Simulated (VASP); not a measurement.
Input of a VASP 6.6.1 run:

The input INCAR:

```
SYSTEM = ZnReH
PREC = Accurate
ENCUT = 520
EDIFF = 1E-6
ISMEAR = 0
SIGMA = 0.1
LREAL = .False.
LASPH = .True.
NELM = 60
ALGO = Normal
ISIF = 2
LWAVE = .False.
LCHARG = .False.
GGA = PE
NBANDS = 17
```

Contents of KPOINTS:

```
Automatic mesh
0
Gamma
  6 6 4
  0 0 0
```

The input POSCAR:

```
ZnReH
1.0
    2.7284108213      0.0000000000      0.0000000000
    0.0000000000      2.7284108213      0.0000000000
    0.0000000000      0.0000000000      5.1448436161
Zn Re H
1 1 1
Direct
    0.0000000000      0.0000000000      0.5000000000
    0.0000000000      0.0000000000      0.0000000000
    0.5000000000      0.5000000000      0.0000000000
```

Potentials or basis: VASP PAW PBE potentials, release 64 (Zn, Re, H).

Command:

```sh
$ cat potpaw_PBE.64/Zn/POTCAR potpaw_PBE.64/Re/POTCAR potpaw_PBE.64/H/POTCAR > POTCAR
$ mpirun -np 1 vasp_std > vasp.out
```

**Question.** What does it give for the pressure?

**Answer.** 0.1 GPa.

**Question.** What does it give for the band gap on the k mesh?

**Answer.** Zero (bands 10 and 11 overlap by 3.87 eV).

Stress tensor (GPa, compression positive):
```
-0.04  0.00  0.00
 0.00 -0.04  0.00
 0.00  0.00  0.36
```

Caveat: the k points lie up to 0.38 Å⁻¹ apart, too coarse for converged energies and pressures of a metal; spin-orbit coupling is left out, which moves the levels of the heavy elements.
